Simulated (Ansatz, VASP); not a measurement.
**MnSi: VASP beside Ansatz**

```
CELL_PARAMETERS angstrom
0.00000 2.38975 2.38975
2.38975 0.00000 2.38975
2.38975 2.38975 0.00000
ATOMIC_POSITIONS crystal
Mn 0.00000 0.00000 0.00000
Si 0.50000 0.50000 0.50000
```

Change from the starting cell: volume scaled by 0.96, PAW files.

Alike in both runs: task electric field gradients; functional PBE; k mesh 15 × 15 × 15; occupations fermi-dirac, width 0.05 eV; collinear spin.

|  | VASP | Ansatz |
| --- | --- | --- |
| version | VASP 6.6.1 | Ansatz 0.2.0 |
| potentials or method | VASP PAW PBE potentials, release 64 (Mn_pv, Si) | PAW with Ansatz's default frozen-core files, scalar-relativistic |
| plane-wave cutoff (eV) | 520 | 420 |
| valence electrons in the cell | 17 | 19 |

```csv
,VASP,Ansatz,Ansatz less VASP
pressure (GPa),4.5,4.6,+0.05
net moment per atom (μB),1.18,1.18,+0.002
size of the moment on the site where the two differ most (μB),2.45,2.35,-0.099
```

Site moments also hang on the region over which each program counts them. VASP's potentials hold 17 valence electrons a cell and Ansatz's 19, so a difference there can come from the potentials and not from the codes.
